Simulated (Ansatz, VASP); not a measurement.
# AlB2As3 in VASP and in Ansatz

```
Al B As
1.0
     5.92373    0.00000    0.00000
    -2.96187    5.13010    0.00000
     0.00000    0.00000    3.10240
Al B As
1 2 3
Cartesian
  0.0000 0.0000 0.0000
  0.0000 3.4201 0.0000
  2.9619 1.7100 0.0000
  2.9619 0.0000 1.5512
  1.4809 2.5651 1.5512
  -1.4809 2.5651 1.5512
```

Change from the starting cell: species swapped into the ErB2Ru3 type (P6/mmm, No. 191).

Alike in both runs: functional PBE; k mesh 6 × 6 × 12; occupations gaussian, width 0.1 eV; no spin polarisation.

Ansatz relaxed the structure, and its values are those at the end. VASP's run is a single point on that final structure, the one shown.

```csv
,VASP,Ansatz
version,VASP 6.6.1,Ansatz 0.2.0
potentials or method,"VASP PAW PBE potentials, release 64 (Al, B, As), cutoff 520 eV","scalar-relativistic, plane waves, PAW"
valence electrons in the cell,24,54
```

|  | VASP | Ansatz | Ansatz less VASP |
| --- | --- | --- | --- |
| gap on the k mesh at the Fermi level (eV) | none | none | - |
| pressure (GPa) | 0.2 | 0.0 | -0.20 |

A gap of «none» marks a metal or a gap that the smearing closes. The functional is the same, so the differences come from potentials, cutoffs and numerics. VASP's potentials hold 24 valence electrons a cell and Ansatz's 54, so a difference there can come from the potentials and not from the codes.
